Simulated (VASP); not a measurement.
Here is a VASP 6.6.1 calculation.

File INCAR:

```
  ALGO = Normal
  EDIFF = 1E-7
  EDIFFG = -0.005
  ENCUT = 500
  GGA = PS
  GGA_COMPAT = False
  IBRION = 2
  ISIF = 3
  ISMEAR = -1
  LASPH = True
  LCHARG = False
  LREAL = False
  LWAVE = False
  NELM = 120
  NELMIN = 4
  NSW = 60
  PREC = Accurate
  PSTRESS = 1700.0
  SIGMA = 0.08
```

Contents of KPOINTS:

```
k-points
0
Gamma
  18 18 18
```

Contents of POSCAR:

```
Au
1.0
    0.0000000000      1.8106013608      1.8106013608
    1.8106013608      0.0000000000      1.8106013608
    1.8106013608      1.8106013608      0.0000000000
Au
1
Direct
    0.0000000000      0.0000000000      0.0000000000
```

Potentials or basis: VASP PAW PBE potentials, release 64 (Au).

Launch:

```console
$ cat potpaw_PBE.64/Au/POTCAR > POTCAR
$ mpirun -np 1 vasp_std > vasp.out
```

(1) Estimate the relaxed cell.

(2) What does it give for the space group after relaxing (to 0.05 Å)?

(3) What does it give for the relaxed volume?

Results:

(1) a = 2.563 Å, b = 2.563 Å, c = 2.563 Å, α = 60.00°, β = 60.00°, γ = 60.00°.

(2) Fm-3m (No. 225).

(3) 11.91 Å³/atom.

Caveat: the cell is relaxed towards a set pressure, so the enthalpy falls and the energy may rise; the PAW data sets were made with another functional, which shifts forces and pressure a little.
